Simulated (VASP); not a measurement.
# Al3Cu (P4mm) in VASP: a series of runs

Al3Cu is run at these levels: r2SCAN; tasks: single point.

Everything below comes from runs of VASP 6.6.1. Logs are shortened: lines on timing, memory, paths and dates and some standing lists are left out, and cuts for length are marked.

## 1. The cell of the first run

Symmetry: P4mm, No. 99, tetragonal system. The conventional cell has a = 2.774 Å, b = 2.774 Å, c = 7.592 Å, α = 90.00°, β = 90.00°, γ = 90.00°. Within 3.7 Å of Al (site symmetry 4mm) lie 12 Al at 2.77 to 2.88 Å and 1 Cu at 3.60 Å. Al (site symmetry 4mm) has 4 Cu at 2.72 Å and 9 Al at 2.77 to 3.38 Å within 3.6 Å. Within 3.3 Å of Al (site symmetry 4mm) lie 4 Cu at 2.46 Å and 8 Al at 2.77 to 2.88 Å. Cu (site symmetry 4mm) has 8 Al at 2.46 to 2.72 Å and 4 Cu at 2.77 Å within 3.3 Å.

## 2. Single point, r2SCAN

Input file POSCAR:

```
Al3Cu
1.0
    2.7737808638      0.0000000000      0.0000000000
    0.0000000000      2.7737808638      0.0000000000
    0.0000000000      0.0000000000      7.5918631133
Al Cu
3 1
Direct
    0.0000000000      0.0000000000      0.5263439945
    0.5000000000      0.5000000000      0.2489869951
    0.5000000000      0.5000000000      0.8037009939
    0.0000000000      0.0000000000      0.0000000000
```

Input file INCAR.step1:

```
SYSTEM = Al3Cu
ALGO = Normal
EDIFF = 1E-4
ENCUT = 520
GGA = PE
ISMEAR = 0
LASPH = .TRUE.
LCHARG = .FALSE.
LREAL = .FALSE.
LWAVE = .TRUE.
NBANDS = 18
NELM = 60
PREC = Accurate
SIGMA = 0.15
```

Input file INCAR.step2:

```
SYSTEM = Al3Cu
ALGO = Normal
EDIFF = 1E-7
ENCUT = 520
ISIF = 2
ISMEAR = 0
ISTART = 1
LASPH = .TRUE.
LCHARG = .FALSE.
LMIXTAU = .TRUE.
LREAL = .FALSE.
LWAVE = .FALSE.
METAGGA = R2SCAN
NBANDS = 18
NELM = 60
PREC = Accurate
SIGMA = 0.15
```

Input file KPOINTS:

```
k-points
0
G
  18 18 6
  0 0 0
```

Potentials or basis: VASP PAW PBE potentials, release 64 (Al, Cu).

Launch:

```
cat potpaw_PBE.64/Al/POTCAR potpaw_PBE.64/Cu/POTCAR > POTCAR
cp INCAR.step1 INCAR
mpirun -np 1 vasp_std > vasp.out
cp INCAR.step2 INCAR
mpirun -np 1 vasp_std > vasp.out
```

OUTCAR:

```text
SYSTEM = Al3Cu
   EDIFF = 1E-7
   ENCUT = 520
   ISIF = 2
   ISMEAR = 0
   ISTART = 1
   LASPH = .TRUE.
   LREAL = .FALSE.
   METAGGA = R2SCAN
   NELM = 60
   PREC = Accurate

 ion  position               nearest neighbor table
   1  0.000  0.000  0.526-   3 2.88   3 2.88   3 2.88   3 2.88   2 2.88   2 2.88   2 2.88   2 2.88

   2  0.500  0.500  0.249-   4 2.72   4 2.72   4 2.72   4 2.72   1 2.88   1 2.88   1 2.88   1 2.88

   3  0.500  0.500  0.804-   4 2.46   4 2.46   4 2.46   4 2.46   1 2.88   1 2.88   1 2.88   1 2.88

   4  0.000  0.000  0.000-   3 2.46   3 2.46   3 2.46   3 2.46   2 2.72   2 2.72   2 2.72   2 2.72

  LATTYP: Found a simple tetragonal cell.
 ALAT       =     2.7737808638
 C/A-ratio  =     2.7370089730

  Lattice vectors:

 A1 = (   2.7737808638,   0.0000000000,   0.0000000000)
 A2 = (   0.0000000000,   2.7737808638,   0.0000000000)
 A3 = (   0.0000000000,   0.0000000000,   7.5918631133)

Analysis of symmetry for initial positions (statically):
=====================================================================
 Subroutine PRICEL returns:
 Original cell was already a primitive cell.

 Routine SETGRP: Setting up the symmetry group for a
 simple tetragonal supercell.

 Subroutine GETGRP returns: Found  8 space group operations
 (whereof  8 operations were pure point group operations)
 out of a pool of 16 trial point group operations.

The static configuration has the point symmetry C_4v.

Analysis of symmetry for dynamics (positions and initial velocities):
=====================================================================
 Subroutine PRICEL returns:
 Original cell was already a primitive cell.

 Routine SETGRP: Setting up the symmetry group for a
 simple tetragonal supercell.

 Subroutine GETGRP returns: Found  8 space group operations
 (whereof  8 operations were pure point group operations)
 out of a pool of 16 trial point group operations.

The dynamic configuration has the point symmetry C_4v.

 Subroutine INISYM returns: Found  8 space group operations
 (whereof  8 operations are pure point group operations),
 and found     1 'primitive' translations

----------------------------------------------------------------------------------------

                                     Primitive cell

  volume of cell :      58.4107

[... 91 lines left out ...]
   NELM   =     60;   NELMIN=  2; NELMDL=  0     # of ELM steps
   EDIFF  = 0.1E-06   stopping-criterion for ELM
   LREAL  =      F    real-space projection
   EDIFFG = 0.1E-05   stopping-criterion for IOM
   NSW    =      0    number of steps for IOM
   IBRION =     -1    ionic relax: 0-MD 1-quasi-New 2-CG
   NFREE  =      0    steps in history (QN), initial steepest desc. (CG)
   ISIF   =      2    stress and relaxation
   ISYM   =      2    0-nonsym 1-usesym 2-fastsym
   POTIM  = 0.5000    time-step for ionic-motion
   TEBEG  =    0.0;   TEEND  =   0.0 temperature during run
   PSTRESS=    0.0 pullay stress
   NELECT =      20.0000    total number of electrons
   NUPDOWN=      -1.0000    fix difference up-down
   EMIN   =  10.00;   EMAX   =-10.00  energy-range for DOS
   EFERMI =   0.00;   METHOD = LEGACY
   ISMEAR =     0;   SIGMA  =   0.15  broadening in eV -4-tet -1-fermi 0-gaus
   EFERMI_NEDOS =   21; number of points for ismear=-14 and -15
   IALGO  =     38    algorithm
   IMIX   =      4    mixing-type and parameters
     AMIX     =   0.40;   BMIX     =  1.00
     AMIX_MAG =   1.60;   BMIX_MAG =  1.00
  volume/ion in A,a.u.               =      14.60        98.54
  Fermi-wavevector in a.u.,A,eV,Ry     =   1.145304  2.164310 17.847037  1.311720
  Thomas-Fermi vector in A             =   2.281992
   LORBIT       =      0    0 simple, 1 ext, 2 COOP (PROOUT), +10 PAW based schemes
   METAGGA = R2SCAN    functional components
   LHFCALC =     F    Hartree Fock is set to
   AEXX    =    0.0000 exact exchange contribution
   IVDW    =     0    specifies the selected vdW correction
   LEPSILON=     F    determine dielectric tensor
   LRPA    =     F    only Hartree local field effects (RPA)
 non-spin polarized calculation
 Gauss-broadening in eV      SIGMA  =   0.15
  energy-cutoff  :      520.00
  volume of cell :       58.41
 maximum number of plane-waves:      1605
 NGX is ok and might be reduce to    24
   NGX = 11   NGY = 11   NGZ = 29

 number of electron      20.0000006 magnetization

 Free energy of the ion-electron system (eV)
  ---------------------------------------------------
  ext. energy  EPLUGINS =         0.00000000
  ---------------------------------------------------
  free energy    TOTEN  =       -31.30200037 eV

  energy without entropy =      -31.28845527  energy(sigma->0) =      -31.29522782

 E-fermi :   8.5085     XC(G=0): -11.6887

 val. band max:        8.4984448815   @ k =   0.3889   0.3889   0.1667
 cond. band min:       8.5091843468   @ k =   0.4444   0.3889   0.0000
 fundamental gap:      0.0107394653
 Fermi energy:         8.5084925007

 k-point     1 :       0.0000    0.0000    0.0000
  band No.  band energies     occupation
      1      -3.4314      2.00000
      2      -0.9457      2.00000
      3      -0.4280      2.00000
      4       3.7019      2.00000
      5       3.7907      2.00000
      6       4.6630      2.00000
[... 481 lines left out ...]
      5       4.1129      2.00000
      6       4.1921      2.00000
[... 10 lines left out ...]
     17      17.0198      0.00000
     18      18.3699      0.00000

 [... further k-points ...]

------------------------ aborting loop because EDIFF is reached ----------------------------------------

  FORCE on cell =-STRESS in cart. coord.  units (eV):
  Direction    XX          YY          ZZ          XY          YZ          ZX
  --------------------------------------------------------------------------------------
  -------------------------------------------------------------------------------------
  Total        0.4414336      0.4414336      0.1737491      0.0000000      0.0000000      0.0000000
  in kB       12.1083042     12.1083042      4.7658521      0.0000000      0.0000000      0.0000000
  external PRESSURE =       9.6608201 kB  Pullay stress =       0.0000000 kB

 VOLUME and BASIS-vectors are now :
 -----------------------------------------------------------------------------
  energy-cutoff  :      520.00
  volume of cell :       58.41
      direct lattice vectors                 reciprocal lattice vectors
     2.773780864  0.000000000  0.000000000     0.360518746  0.000000000  0.000000000
     0.000000000  2.773780864  0.000000000     0.000000000  0.360518746  0.000000000
     0.000000000  0.000000000  7.591863113     0.000000000  0.000000000  0.131719972

 POSITION                                       TOTAL-FORCE (eV/Angst)
 -----------------------------------------------------------------------------------
      0.00000      0.00000      3.99593        -0.000000     -0.000000     -0.100213
      1.38689      1.38689      1.89028        -0.000000      0.000000     -0.384990
      1.38689      1.38689      6.10159        -0.000000     -0.000000     -0.788034
      0.00000      0.00000      0.00000         0.000000     -0.000000      1.273237
 -----------------------------------------------------------------------------------
    total drift:                                0.000000      0.000000      0.000528

  FREE ENERGIE OF THE ION-ELECTRON SYSTEM (eV)
  ---------------------------------------------------
  free  energy   TOTEN  =       -31.3020003683 eV

  energy  without entropy=      -31.2884552668  energy(sigma->0) =      -31.29522782
```

OUTCAR.step1:

```text
SYSTEM = Al3Cu
   EDIFF = 1E-4
   ENCUT = 520
   GGA = PE
   ISMEAR = 0
[... 737 lines left out ...]
      0.00000      0.00000      3.99593         0.000000     -0.000000     -0.091760
      1.38689      1.38689      1.89028         0.000000     -0.000000     -0.322279
      1.38689      1.38689      6.10159         0.000000      0.000000     -0.855107
      0.00000      0.00000      0.00000         0.000000     -0.000000      1.269146
 -----------------------------------------------------------------------------------
    total drift:                                0.000000      0.000000     -0.003260

  FREE ENERGIE OF THE ION-ELECTRON SYSTEM (eV)
  ---------------------------------------------------
  free  energy   TOTEN  =       -15.1996492265 eV

  energy  without entropy=      -15.1850693858  energy(sigma->0) =      -15.19235931
```

It took 5.2 min on 1 thread of Intel Xeon 6975P-C (Granite Rapids), shared host; peak memory 0.34 GiB.

What came out:

| Quantity | Value |
| --- | --- |
| Free energy | -31.3020 eV |
| Pressure | 1.0 GPa |
| Largest force | 1.273 eV/Å |
| Band gap on the k mesh | zero (band 10 reaches 12.97 eV, above the bottom of band 11 at 6.52 eV) |

Forces in eV/Å, atoms in the order of the input:
```
Al   0.000  0.000 -0.100
Al   0.000  0.000 -0.385
Al   0.000  0.000 -0.788
Cu   0.000  0.000  1.273
```

Stress tensor (GPa, compression positive):
```
1.21 0.00 0.00
0.00 1.21 0.00
0.00 0.00 0.48
```

Caveat: the cell differs from its parent crystal (all Al atoms moved -0.200 Å, as atom 1 towards its neighbour atom 4 (Cu) at 3.796 Å); the PAW data sets were made with another functional, which shifts forces and pressure a little.

## 3. Single point, r2SCAN

Input file POSCAR:

```
Al3Cu
1.0
    2.7737808638      0.0000000000      0.0000000000
    0.0000000000      2.7737808638      0.0000000000
    0.0000000000      0.0000000000      7.5918631133
Al Cu
3 1
Direct
    0.0000000000      0.0000000000      0.4802420041
    0.5000000000      0.5000000000      0.2028850047
    0.5000000000      0.5000000000      0.7575990035
    0.0000000000      0.0000000000      0.0000000000
```

Input file INCAR.step1:

```
  PREC = Accurate
  ENCUT = 520
  ISMEAR = 0
  SIGMA = 0.15
  LREAL = F
  LASPH = T
  NELM = 100
  NBANDS = 18
  GGA = PE
  ALGO = Normal
  EDIFF = 1E-4
  LWAVE = T
  LCHARG = F
```

Input file INCAR.step2:

```
  PREC = Accurate
  ENCUT = 520
  EDIFF = 1E-7
  ISMEAR = 0
  SIGMA = 0.15
  LREAL = F
  LASPH = T
  NELM = 100
  ALGO = Normal
  ISIF = 2
  LWAVE = F
  LCHARG = T
  METAGGA = R2SCAN
  LMIXTAU = T
  LELF = T
  LVHAR = T
  NBANDS = 18
  ISTART = 1
```

Input file KPOINTS:

```
Automatic mesh
0
Gamma
  18 18 6
```

Potentials or basis: VASP PAW PBE potentials, release 64 (Al, Cu).

Launch:

```
cat potpaw_PBE.64/Al/POTCAR potpaw_PBE.64/Cu/POTCAR > POTCAR
cp INCAR.step1 INCAR
mpirun -np 1 vasp_std > vasp.out
cp INCAR.step2 INCAR
mpirun -np 1 vasp_std > vasp.out
```

It took 5.6 min on 1 thread of Intel Xeon 6975P-C (Granite Rapids), shared host; peak memory 0.34 GiB.

Results (log left out):

```
Free energy            : -31.3576 eV
Pressure               : 0.5 GPa
Largest force          : 0.952 eV/Å
Band gap on the k mesh : zero (band 10 reaches 12.95 eV, above the bottom of band 11 at 6.53 eV)
```

Forces on the atoms (eV/Å):
```
Al   0.000  0.000  0.076
Al   0.000  0.000  0.578
Al   0.000  0.000  0.299
Cu   0.000  0.000 -0.952
```

Stress tensor (GPa, compression positive):
```
0.60 0.00 0.00
0.00 0.60 0.00
0.00 0.00 0.17
```

Levels at points of the mesh, in eV from the Fermi level:
| k point | band 7 | band 8 | band 9 | band 10 | band 11 | band 12 | band 13 | band 14 |
| --- | --- | --- | --- | --- | --- | --- | --- | --- |
| (0.00, 0.00, 0.00) | -3.82 | -3.43 | -1.95 | 0.52 | 6.66 | 7.15 | 7.15 | 8.31 |
| (0.50, 0.00, 0.00) | -3.93 | -3.83 | -3.72 | -2.47 | -1.98 | 2.81 | 3.86 | 4.49 |
| (0.50, 0.50, 0.00) | -2.71 | -0.49 | -0.35 | 0.08 | 0.08 | 0.52 | 0.52 | 0.67 |
| (0.00, 0.00, 0.50) | -3.82 | -3.75 | -3.43 | 4.32 | 5.83 | 6.66 | 7.69 | 7.69 |
| (0.50, 0.00, 0.50) | -3.93 | -3.72 | -2.82 | -1.11 | -1.02 | 0.07 | 0.90 | 9.03 |
| (0.50, 0.50, 0.50) | -1.95 | -1.80 | -1.80 | -0.52 | -0.52 | 0.61 | 1.94 | 3.32 |

Caveat: the cell differs from its parent crystal (all Al atoms moved +0.150 Å, as atom 1 towards its neighbour atom 4 (Cu) at 3.796 Å); the PAW data sets were made with another functional, which shifts forces and pressure a little.

## 4. Single point, r2SCAN

Input file POSCAR:

```
Al3Cu
1.0
    2.7737808638      0.0000000000      0.0000000000
    0.0000000000      2.7737808638      0.0000000000
    0.0000000000      0.0000000000      7.5918631133
Al Cu
3 1
Direct
    0.0000000000      0.0000000000      0.4769490048
    0.5000000000      0.5000000000      0.1995920054
    0.5000000000      0.5000000000      0.7543060042
    0.0000000000      0.0000000000      0.0000000000
```

Input file INCAR.step1:

```
SYSTEM = Al3Cu
PREC = Accurate
ENCUT = 520
ISMEAR = 0
SIGMA = 0.15
LREAL = .False.
LASPH = .True.
NELM = 100
NBANDS = 18
GGA = PE
ALGO = Normal
EDIFF = 1E-4
LWAVE = .True.
LCHARG = .False.
```

Input file INCAR.step2:

```
SYSTEM = Al3Cu
PREC = Accurate
ENCUT = 520
EDIFF = 1E-6
ISMEAR = 0
SIGMA = 0.15
LREAL = .False.
LASPH = .True.
NELM = 100
ALGO = Normal
ISIF = 2
LWAVE = .False.
LCHARG = .False.
METAGGA = R2SCAN
LMIXTAU = .True.
NBANDS = 18
ISTART = 1
```

Input file KPOINTS:

```
regular mesh
0
Gamma
  18 18 6
  0 0 0
```

Launch:

```
cat potpaw_PBE.64/Al/POTCAR potpaw_PBE.64/Cu/POTCAR > POTCAR
cp INCAR.step1 INCAR
mpirun -np 1 vasp_std > vasp.out
cp INCAR.step2 INCAR
mpirun -np 1 vasp_std > vasp.out
```

Wall time 14 min (1 thread of Oxide Virtual Turin-like, shared host); peak memory 0.31 GiB.

The run converged. Its results:

```
Free energy            : -31.3318 eV
Pressure               : 0.7 GPa
Largest force          : 1.112 eV/Å
Band gap on the k mesh : zero (band 10 reaches 12.96 eV, above the bottom of band 11 at 6.53 eV)
```

Forces on the atoms (eV/Å):
```
Al   0.000  0.000  0.088
Al   0.000  0.000  0.681
Al   0.000  0.000  0.344
Cu   0.000  0.000 -1.112
```

Stress tensor (GPa, compression positive):
```
0.86 0.00 0.00
0.00 0.86 0.00
0.00 0.00 0.30
```

Levels at points of the mesh, in eV from the Fermi level:
| k point | band 6 | band 7 | band 8 | band 9 | band 10 | band 11 | band 12 | band 13 | band 14 | band 15 |
| --- | --- | --- | --- | --- | --- | --- | --- | --- | --- | --- |
| (0.00, 0.00, 0.00) | -3.83 | -3.83 | -3.45 | -1.93 | 0.51 | 6.66 | 7.14 | 7.14 | 8.31 | 9.53 |
| (0.50, 0.00, 0.00) | -4.37 | -3.95 | -3.83 | -3.73 | -2.48 | -1.98 | 2.82 | 3.82 | 4.53 | 5.44 |
| (0.50, 0.50, 0.00) | -2.70 | -2.70 | -0.49 | -0.36 | 0.07 | 0.07 | 0.53 | 0.53 | 0.67 | 2.51 |
| (0.00, 0.00, 0.50) | -3.83 | -3.83 | -3.75 | -3.45 | 4.33 | 5.82 | 6.66 | 7.67 | 7.67 | 7.94 |
| (0.50, 0.00, 0.50) | -4.53 | -3.95 | -3.73 | -2.83 | -1.11 | -1.01 | 0.07 | 0.89 | 9.00 | 9.14 |
| (0.50, 0.50, 0.50) | -1.95 | -1.95 | -1.80 | -1.80 | -0.52 | -0.52 | 0.60 | 1.94 | 3.29 | 3.29 |

Caveat: the cell differs from its parent crystal (all Al atoms moved +0.175 Å, as atom 1 towards its neighbour atom 4 (Cu) at 3.796 Å); the PAW data sets were made with another functional, which shifts forces and pressure a little.

## 5. Single point, r2SCAN

Input file POSCAR:

```
Al3Cu
1.0
    2.7737808638      0.0000000000      0.0000000000
    0.0000000000      2.7737808638      0.0000000000
    0.0000000000      0.0000000000      7.5918631133
Al Cu
3 1
Direct
    0.0000000000      0.0000000000      0.4835350034
    0.5000000000      0.5000000000      0.2061780040
    0.5000000000      0.5000000000      0.7608920028
    0.0000000000      0.0000000000      0.0000000000
```

Input file INCAR.step1:

```
PREC     = Accurate       # precision mode
ENCUT    = 520            # plane-wave cutoff, eV
ISMEAR   = 0              # smearing method
SIGMA    = 0.15           # smearing width, eV
LREAL    = False          # projectors in reciprocal space
LASPH    = True           # aspherical terms in the spheres
NELM     = 80             # most SCF steps
NBANDS   = 18             # bands
GGA      = PE             # functional
ALGO     = Normal         # electronic algorithm
EDIFF    = 1E-4           # SCF threshold, eV
LWAVE    = True           # write WAVECAR
LCHARG   = False          # write CHGCAR
```

Input file INCAR.step2:

```
PREC     = Accurate       # precision mode
ENCUT    = 520            # plane-wave cutoff, eV
EDIFF    = 1E-6           # SCF threshold, eV
ISMEAR   = 0              # smearing method
SIGMA    = 0.15           # smearing width, eV
LREAL    = False          # projectors in reciprocal space
LASPH    = True           # aspherical terms in the spheres
NELM     = 80             # most SCF steps
ALGO     = Normal         # electronic algorithm
ISIF     = 2              # what is computed and relaxed
LWAVE    = False          # write WAVECAR
LCHARG   = False          # write CHGCAR
METAGGA  = R2SCAN         # meta-GGA
LMIXTAU  = True         
NBANDS   = 18             # bands
ISTART   = 1
```

Input file KPOINTS:

```
Automatic mesh
0
Gamma
  18 18 6
```

Launch:

```
cat potpaw_PBE.64/Al/POTCAR potpaw_PBE.64/Cu/POTCAR > POTCAR
cp INCAR.step1 INCAR
mpirun -np 1 vasp_std > vasp.out
cp INCAR.step2 INCAR
mpirun -np 1 vasp_std > vasp.out
```

Run time: 15 min. Hardware: 1 thread of Oxide Virtual Turin-like, shared host; peak memory 0.31 GiB.

It converged, with:

```yaml
Free_energy: -31.3794 eV
Pressure: 0.3 GPa
Largest_force: 0.792 eV/Å
Band_gap_on_the_k_mesh: zero (band 10 reaches 12.94 eV, above the bottom of band 11 at 6.54 eV)
```

Forces in eV/Å, atoms in the order of the input:
```
Al   0.000  0.000  0.063
Al   0.000  0.000  0.480
Al   0.000  0.000  0.249
Cu   0.000  0.000 -0.792
```

Stress tensor (GPa, compression positive):
```
0.35 0.00 0.00
0.00 0.35 0.00
0.00 0.00 0.05
```

Levels at points of the mesh, in eV from the Fermi level:
| k point | band 7 | band 8 | band 9 | band 10 | band 11 | band 12 | band 13 | band 14 |
| --- | --- | --- | --- | --- | --- | --- | --- | --- |
| (0.00, 0.00, 0.00) | -3.81 | -3.42 | -1.96 | 0.53 | 6.66 | 7.15 | 7.15 | 8.31 |
| (0.50, 0.00, 0.00) | -3.91 | -3.84 | -3.70 | -2.47 | -1.97 | 2.79 | 3.91 | 4.44 |
| (0.50, 0.50, 0.00) | -2.71 | -0.49 | -0.35 | 0.09 | 0.09 | 0.51 | 0.51 | 0.66 |
| (0.00, 0.00, 0.50) | -3.81 | -3.75 | -3.42 | 4.32 | 5.84 | 6.66 | 7.70 | 7.70 |
| (0.50, 0.00, 0.50) | -3.91 | -3.70 | -2.81 | -1.11 | -1.03 | 0.07 | 0.90 | 9.05 |
| (0.50, 0.50, 0.50) | -1.96 | -1.80 | -1.80 | -0.52 | -0.52 | 0.61 | 1.94 | 3.35 |

Caveat: the cell differs from its parent crystal (all Al atoms moved +0.125 Å, as atom 1 towards its neighbour atom 4 (Cu) at 3.796 Å); the PAW data sets were made with another functional, which shifts forces and pressure a little.
